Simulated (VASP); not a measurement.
# Be4Se (P4/mmm) in VASP: further runs

The runs below take Be4Se through single point, relaxation of cell and atoms, with PBE.

All numbers are computed with VASP 6.6.1; they aren't measurements. Logs are shortened: lines on timing, memory, paths and dates and some standing lists are left out, and cuts for length are marked.

### 1 The cell of the first run

The structure is tetragonal, space group P4/mmm (No. 123). Conventional cell: a = 3.486 Å, b = 3.486 Å, c = 4.613 Å, α = 90.00°, β = 90.00°, γ = 90.00°. Be (site symmetry 4/mmm) has 4 Be at 1.74 Å within 2.3 Å. Be (site symmetry mmm) has 2 Be at 1.74 Å within 2.3 Å. Within 3.0 Å of Be (site symmetry 4/mmm) lie 10 Be at 2.31 to 2.89 Å and 4 Se at 2.47 Å. Within 3.3 Å of Se (site symmetry 4/mmm) lie 12 Be at 2.47 to 2.89 Å.

### 2 Single point, PBE

Contents of INCAR:

```
SYSTEM = Be4Se
PREC = Accurate
ENCUT = 520
EDIFF = 1E-6
ISMEAR = 0
SIGMA = 0.1
LREAL = .FALSE.
LASPH = .TRUE.
NELM = 100
ALGO = Normal
ISIF = 2
LWAVE = .FALSE.
LCHARG = .TRUE.
GGA = PE
LELF = .TRUE.
LVHAR = .TRUE.
NBANDS = 15
```

Contents of KPOINTS:

```
regular mesh
0
G
  6 6 4
  0 0 0
```

Contents of POSCAR:

```
Be4Se
1.0
    3.4860536400      0.0000000000      0.0000000000
    0.0000000000      3.4860536400      0.0000000000
    0.0000000000      0.0000000000      4.6133679100
Be Se
4 1
Direct
    0.0000000000      0.0000000000      0.5000000000
    0.5000000000      0.0000000000      0.5000000000
    0.0000000000      0.5000000000      0.5000000000
    0.0000000000      0.0000000000      0.0000000000
    0.5000000000      0.5000000000      0.0000000000
```

Potentials or basis: VASP PAW PBE potentials, release 64 (Be, Se).

Launch:

```
$ cat potpaw_PBE.64/Be/POTCAR potpaw_PBE.64/Se/POTCAR > POTCAR
$ mpirun -np 1 vasp_std > vasp.out
```

OUTCAR:

```text
SYSTEM = Be4Se
   PREC = Accurate
   ENCUT = 520
   EDIFF = 1E-6
   ISMEAR = 0
   LREAL = .FALSE.
   LASPH = .TRUE.
   NELM = 100
   ISIF = 2
   GGA = PE

 ion  position               nearest neighbor table
   1  0.000  0.000  0.500-   2 1.74   3 1.74   3 1.74   2 1.74   4 2.31   4 2.31
   2  0.500  0.000  0.500-   1 1.74   1 1.74
   3  0.000  0.500  0.500-   1 1.74   1 1.74
   4  0.000  0.000  0.000-   1 2.31   1 2.31   5 2.47   5 2.47   5 2.47   5 2.47
   5  0.500  0.500  0.000-   4 2.47   4 2.47   4 2.47   4 2.47

  LATTYP: Found a simple tetragonal cell.
 ALAT       =     3.4860536400
 C/A-ratio  =     1.3233783488

  Lattice vectors:

 A1 = (   3.4860536400,   0.0000000000,   0.0000000000)
 A2 = (   0.0000000000,   3.4860536400,   0.0000000000)
 A3 = (   0.0000000000,   0.0000000000,   4.6133679100)

Analysis of symmetry for initial positions (statically):
=====================================================================
 Subroutine PRICEL returns:
 Original cell was already a primitive cell.

 Routine SETGRP: Setting up the symmetry group for a
 simple tetragonal supercell.

 Subroutine GETGRP returns: Found 16 space group operations
 (whereof 16 operations were pure point group operations)
 out of a pool of 16 trial point group operations.

The static configuration has the point symmetry D_4h.

Analysis of symmetry for dynamics (positions and initial velocities):
=====================================================================
 Subroutine PRICEL returns:
 Original cell was already a primitive cell.

 Routine SETGRP: Setting up the symmetry group for a
 simple tetragonal supercell.

 Subroutine GETGRP returns: Found 16 space group operations
 (whereof 16 operations were pure point group operations)
 out of a pool of 16 trial point group operations.

The dynamic configuration has the point symmetry D_4h.

 Subroutine INISYM returns: Found 16 space group operations
 (whereof 16 operations are pure point group operations),
 and found     1 'primitive' translations

----------------------------------------------------------------------------------------

                                     Primitive cell

  volume of cell :      56.0643

  direct lattice vectors                    reciprocal lattice vectors
     3.486053640  0.000000000  0.000000000     0.286857319  0.000000000  0.000000000
     0.000000000  3.486053640  0.000000000     0.000000000  0.286857319  0.000000000
     0.000000000  0.000000000  4.613367910     0.000000000  0.000000000  0.216761381

  length of vectors
     3.486053640  3.486053640  4.613367910     0.286857319  0.286857319  0.216761381

  position of ions in fractional coordinates (direct lattice)
     0.000000000  0.000000000  0.500000000
     0.500000000  0.000000000  0.500000000
     0.000000000  0.500000000  0.500000000
     0.000000000  0.000000000  0.000000000
     0.500000000  0.500000000  0.000000000

  ion indices of the primitive-cell ions
   primitive index   ion index
                 1           1
                 2           2
                 3           3
                 4           4
                 5           5

----------------------------------------------------------------------------------------

 KPOINTS: regular mesh

Automatic generation of k-mesh.
 Grid dimensions read from file:
 generate k-points for:    6    6    4

 Generating k-lattice:

  Cartesian coordinates                     Fractional coordinates (reciprocal lattice)
     0.047809553  0.000000000  0.000000000     0.166666667  0.000000000  0.000000000
     0.000000000  0.047809553  0.000000000     0.000000000  0.166666667  0.000000000
     0.000000000  0.000000000  0.054190345     0.000000000  0.000000000  0.250000000

  Length of vectors
     0.047809553  0.047809553  0.054190345

  Shift w.r.t. Gamma in fractional coordinates (k-lattice)
     0.000000000  0.000000000  0.000000000

 Subroutine IBZKPT returns following result:
 ===========================================

 Found     30 irreducible k-points:

 Following reciprocal coordinates:
            Coordinates               Weight
  0.000000  0.000000  0.000000      1.000000
  0.166667  0.000000  0.000000      4.000000
  0.333333  0.000000  0.000000      4.000000
  0.500000  0.000000  0.000000      2.000000
  0.166667  0.166667  0.000000      4.000000
  0.333333  0.166667  0.000000      8.000000
[... 16 lines left out ...]
  0.333333  0.000000  0.500000      4.000000
  0.500000  0.000000  0.500000      2.000000
 [... further k-points ...]
   k-points           NKPTS =     30   k-points in BZ     NKDIM =     30   number of bands    NBANDS=     15
   number of dos      NEDOS =    301   number of ions     NIONS =      5
   total plane-waves  NPLWV =  28224
   dimension x,y,z NGX =    28 NGY =   28 NGZ =   36
   dimension x,y,z NGXF=    56 NGYF=   56 NGZF=   72
   ions per type =               4   1
   NGX,Y,Z   is equivalent  to a cutoff of  13.35, 13.35, 12.97 a.u.
   NGXF,Y,Z  is equivalent  to a cutoff of  26.71, 26.71, 25.95 a.u.
 SYSTEM =  Be4Se
   PREC   = accura    normal or accurate (medium, high low for compatibility)
   ISTART =      0    job   : 0-new  1-cont  2-samecut
   ICHARG =      2    charge: 1-file 2-atom 10-const
   ISPIN  =      1    spin polarized calculation?
   LNONCOLLINEAR =      F non collinear calculations
   LSORBIT =      F    spin-orbit coupling
   LASPH  =      T    aspherical Exc in radial PAW
   ENCUT  =  520.0 eV  38.22 Ry    6.18 a.u.   6.48  6.48  8.58*2*pi/ulx,y,z
   NELM   =    100;   NELMIN=  2; NELMDL= -5     # of ELM steps
   EDIFF  = 0.1E-05   stopping-criterion for ELM
   LREAL  =      F    real-space projection
   EDIFFG = 0.1E-04   stopping-criterion for IOM
   NSW    =      0    number of steps for IOM
   IBRION =     -1    ionic relax: 0-MD 1-quasi-New 2-CG
   NFREE  =      0    steps in history (QN), initial steepest desc. (CG)
   ISIF   =      2    stress and relaxation
   ISYM   =      2    0-nonsym 1-usesym 2-fastsym
   POTIM  = 0.5000    time-step for ionic-motion
   TEBEG  =    0.0;   TEEND  =   0.0 temperature during run
   PSTRESS=    0.0 pullay stress
   NELECT =      14.0000    total number of electrons
   NUPDOWN=      -1.0000    fix difference up-down
   EMIN   =  10.00;   EMAX   =-10.00  energy-range for DOS
   EFERMI =   0.00;   METHOD = LEGACY
   ISMEAR =     0;   SIGMA  =   0.10  broadening in eV -4-tet -1-fermi 0-gaus
   EFERMI_NEDOS =   21; number of points for ismear=-14 and -15
   IALGO  =     38    algorithm
   IMIX   =      4    mixing-type and parameters
     AMIX     =   0.40;   BMIX     =  1.00
     AMIX_MAG =   1.60;   BMIX_MAG =  1.00
  volume/ion in A,a.u.               =      11.21        75.67
  Fermi-wavevector in a.u.,A,eV,Ry     =   1.030913  1.948143 14.460027  1.062782
  Thomas-Fermi vector in A             =   2.165035
   LORBIT       =      0    0 simple, 1 ext, 2 COOP (PROOUT), +10 PAW based schemes
   GGA     = PE    functional components
   LHFCALC =     F    Hartree Fock is set to
   AEXX    =    0.0000 exact exchange contribution
   IVDW    =     0    specifies the selected vdW correction
   LEPSILON=     F    determine dielectric tensor
   LRPA    =     F    only Hartree local field effects (RPA)
 non-spin polarized calculation
 Gauss-broadening in eV      SIGMA  =   0.10
  energy-cutoff  :      520.00
  volume of cell :       56.06
 maximum number of plane-waves:      1533
 NGX is ok and might be reduce to    28
   NGX = 13   NGY = 13   NGZ = 17

 number of electron      13.9999999 magnetization

 Free energy of the ion-electron system (eV)
  ---------------------------------------------------
  ext. energy  EPLUGINS =         0.00000000
  ---------------------------------------------------
  free energy    TOTEN  =       -13.74402070 eV

  energy without entropy =      -13.73565622  energy(sigma->0) =      -13.73983846

 E-fermi :   5.3786     XC(G=0): -10.2673

 val. band max:        5.3710899771   @ k =   0.3333   0.1667   0.0000
 cond. band min:       5.4163551505   @ k =   0.3333   0.3333   0.5000
 fundamental gap:      0.0452651735
 Fermi energy:         5.3785729733

 k-point     1 :       0.0000    0.0000    0.0000
  band No.  band energies     occupation
      1      -9.2652      2.00000
      2      -0.3781      2.00000
      3      -0.1847      2.00000
      4       2.0458      2.00000
      5       2.0458      2.00000
      6       5.7156      0.00000
      7       5.7156      0.00000
      8       6.3667      0.00000
      9       7.5266      0.00000
     10       8.7468      0.00000
     11      12.3125      0.00000
     12      13.4615      0.00000
     13      13.4615      0.00000
     14      14.2785      0.00000
     15      14.2798      0.00000

 k-point     2 :       0.1667    0.0000    0.0000
  band No.  band energies     occupation
      1      -9.0852      2.00000
      2      -0.5487      2.00000
      3      -0.0654      2.00000
      4       1.3527      2.00000
      5       2.3391      2.00000
      6       5.1242      1.99968
      7       5.8219      0.00000
      8       6.6888      0.00000
      9       7.0665      0.00000
     10      10.1002      0.00000
     11      11.2264      0.00000
     12      11.6566      0.00000
     13      12.7395      0.00000
     14      14.4672      0.00000
     15      14.6133      0.00000
[... 365 lines left out ...]
      3      -1.0361      2.00000
      4       1.2002      2.00000
      5       3.7690      2.00000
      6       5.1434      1.99912
      7       6.1337      0.00000
      8       6.6897      0.00000
      9       9.1902      0.00000
     10       9.6012      0.00000
     11      10.7128      0.00000
     12      10.7405      0.00000
     13      11.0796      0.00000
     14      12.1662      0.00000
     15      12.7997      0.00000

 k-point    24 :       0.5000    0.0000    0.5000
  band No.  band energies     occupation
      1      -8.2596      2.00000
      2      -1.8324      2.00000
      3      -0.8767      2.00000
      4      -0.1772      2.00000
      5       4.2603      2.00000
      6       5.6261      0.00046
      7       6.8713      0.00000
      8       7.3981      0.00000
      9       7.9077      0.00000
     10       8.5074      0.00000
     11       9.6875      0.00000
     12      11.2010      0.00000
     13      11.3895      0.00000
     14      12.2948      0.00000
     15      12.4797      0.00000

 [... further k-points ...]

------------------------ aborting loop because EDIFF is reached ----------------------------------------

  FORCE on cell =-STRESS in cart. coord.  units (eV):
  Direction    XX          YY          ZZ          XY          YZ          ZX
  --------------------------------------------------------------------------------------
  -------------------------------------------------------------------------------------
  Total        8.7894297      8.7894297     -1.2983963      0.0000000      0.0000000      0.0000000
  in kB      251.1800016    251.1800016    -37.1049319      0.0000000      0.0000000      0.0000000
  external PRESSURE =     155.0850238 kB  Pullay stress =       0.0000000 kB

 VOLUME and BASIS-vectors are now :
 -----------------------------------------------------------------------------
  energy-cutoff  :      520.00
  volume of cell :       56.06
      direct lattice vectors                 reciprocal lattice vectors
     3.486053640  0.000000000  0.000000000     0.286857319  0.000000000  0.000000000
     0.000000000  3.486053640  0.000000000     0.000000000  0.286857319  0.000000000
     0.000000000  0.000000000  4.613367910     0.000000000  0.000000000  0.216761381

 POSITION                                       TOTAL-FORCE (eV/Angst)
 -----------------------------------------------------------------------------------
      0.00000      0.00000      2.30668         0.000000      0.000000      0.000000
      1.74303      0.00000      2.30668         0.000000      0.000000      0.000000
      0.00000      1.74303      2.30668         0.000000      0.000000      0.000000
      0.00000      0.00000      0.00000         0.000000      0.000000      0.000000
      1.74303      1.74303      0.00000         0.000000      0.000000      0.000000
 -----------------------------------------------------------------------------------
    total drift:                                0.000000      0.000000     -0.000000

  FREE ENERGIE OF THE ION-ELECTRON SYSTEM (eV)
  ---------------------------------------------------
  free  energy   TOTEN  =       -13.7440206980 eV

  energy  without entropy=      -13.7356562176  energy(sigma->0) =      -13.73983846
```

Run time: 9.6 s. Hardware: 1 thread of Intel Xeon 6975P-C (Granite Rapids), shared host; peak memory 0.17 GiB.

Results:

* Free energy: -13.7440 eV
* Pressure: 15.5 GPa
* Band gap on the k mesh: zero (band 7 reaches 6.87 eV, above the bottom of band 8 at 3.01 eV)

Levels at points of the mesh, in eV from the Fermi level:
```
           k point  band 3  band 4  band 5  band 6  band 7  band 8  band 9  band 10  band 11  band 12
(0.00, 0.00, 0.00)   -5.56   -3.33   -3.33    0.34    0.34    0.99    2.15     3.37     6.93     8.08
(0.50, 0.00, 0.00)   -3.54   -3.43   -2.25   -2.16   -1.38   -0.25    2.70     4.53     5.50     5.75
(0.50, 0.50, 0.00)   -6.40   -4.84   -2.18   -0.81   -0.15   -0.15   -0.07     1.79     1.96     1.96
(0.00, 0.00, 0.50)   -2.55   -2.55   -1.73   -1.15   -1.15    0.36    3.48     4.16     4.18     6.19
(0.50, 0.00, 0.50)   -6.26   -5.56   -1.12    0.25    1.49    2.02    2.53     3.13     4.31     5.82
(0.50, 0.50, 0.50)   -5.99   -4.49   -4.25   -2.43   -2.43   -2.37    3.62     6.43     6.43     6.49
```

### 3 Relaxation of cell and atoms, PBE

Contents of INCAR:

```
SYSTEM = Be4Se
  PREC = Accurate
  ENCUT = 600
  EDIFF = 1E-7
  ISMEAR = 0
  SIGMA = 0.1
  LREAL = .False.
  LASPH = .True.
  NELM = 60
  ALGO = Normal
  ISIF = 3
  LWAVE = .False.
  LCHARG = .False.
  GGA = PE
  IBRION = 2
  NSW = 90
  EDIFFG = -0.04
```

Contents of KPOINTS:

```
Automatic mesh
0
Gamma
  6 6 4
  0 0 0
```

POSCAR is that of step 2.

Potentials or basis: VASP PAW PBE potentials, release 64 (Be, Se).

Launch:

```
$ cat potpaw_PBE.64/Be/POTCAR potpaw_PBE.64/Se/POTCAR > POTCAR
$ mpirun -np 1 vasp_std > vasp.out
```

Wall time 57 s (1 thread of Intel Xeon 6975P-C (Granite Rapids), shared host); peak memory 0.19 GiB.

Results (log left out):

| Quantity | Value |
| --- | --- |
| Free energy | -14.9001 eV |
| Relaxed volume | 12.44 Å³/atom |
| Relaxed cell | a = 3.951 Å, b = 3.951 Å, c = 3.986 Å, α = 90.00°, β = 90.00°, γ = 90.00° |
| Space group after relaxing (to 0.05 Å) | Pm-3m (No. 221) |
| Energy gained by relaxing | 231.2 meV/atom |
| Ionic steps | 9 |
| Pressure after relaxing | 0.0 GPa |
| Band gap on the k mesh | zero (band 7 reaches 5.74 eV, above the bottom of band 8 at 1.96 eV) |

Stress tensor (GPa, compression positive):
```
-0.13  0.00  0.00
 0.00 -0.13  0.00
 0.00  0.00  0.37
```

Step by step:
```
step  energy change (eV)  largest force (eV/Å)  pressure (GPa)  volume (Å³)
   1              0.0000                0.0000           15.53        56.06
   2             -0.7901                0.0000           -0.77        65.16
   3             -0.8127                0.0000           -4.42        68.50
   4             -0.8162                0.0000           -3.52        67.59
   5             -0.9698                0.0000           -2.83        65.61
   6             -1.1499                0.0000            0.33        61.99
   7             -1.1524                0.0000            1.23        61.24
   8             -1.1533                0.0000            0.91        61.49
   9             -1.1560                0.0000            0.04        62.21
```

Final structure:
```cif
data_structure
_symmetry_space_group_name_H-M 'P 1'
_symmetry_Int_Tables_number 1
_cell_length_a 3.9507
_cell_length_b 3.9507
_cell_length_c 3.9857
_cell_angle_alpha 90.000
_cell_angle_beta 90.000
_cell_angle_gamma 90.000
_cell_volume 62.21
loop_
_atom_site_label
_atom_site_type_symbol
_atom_site_fract_x
_atom_site_fract_y
_atom_site_fract_z
_atom_site_occupancy
Be1 Be 0.00000 0.00000 0.50000 1
Be2 Be 0.50000 0.00000 0.50000 1
Be3 Be 0.00000 0.50000 0.50000 1
Be4 Be 0.00000 0.00000 0.00000 1
Se1 Se 0.50000 0.50000 0.00000 1
```

Levels at points of the mesh, in eV from the Fermi level:
| k point | band 4 | band 5 | band 6 | band 7 | band 8 | band 9 | band 10 | band 11 |
| --- | --- | --- | --- | --- | --- | --- | --- | --- |
| (0.00, 0.00, 0.00) | -4.26 | -4.26 | 0.80 | 0.80 | 0.80 | 0.92 | 1.05 | 5.69 |
| (0.50, 0.00, 0.00) | -2.86 | -2.77 | -1.61 | -1.53 | -0.99 | 1.85 | 3.35 | 5.84 |
| (0.50, 0.50, 0.00) | -5.71 | -2.06 | -0.46 | 0.30 | 1.16 | 1.16 | 2.35 | 2.35 |
| (0.00, 0.00, 0.50) | -2.81 | -2.81 | -1.56 | -1.56 | -0.94 | 1.92 | 3.43 | 6.54 |
| (0.50, 0.00, 0.50) | -5.73 | -2.01 | -0.42 | 0.38 | 1.23 | 1.24 | 2.38 | 2.43 |
| (0.50, 0.50, 0.50) | -5.32 | -4.75 | -2.99 | -2.97 | -2.97 | 5.97 | 6.10 | 6.10 |
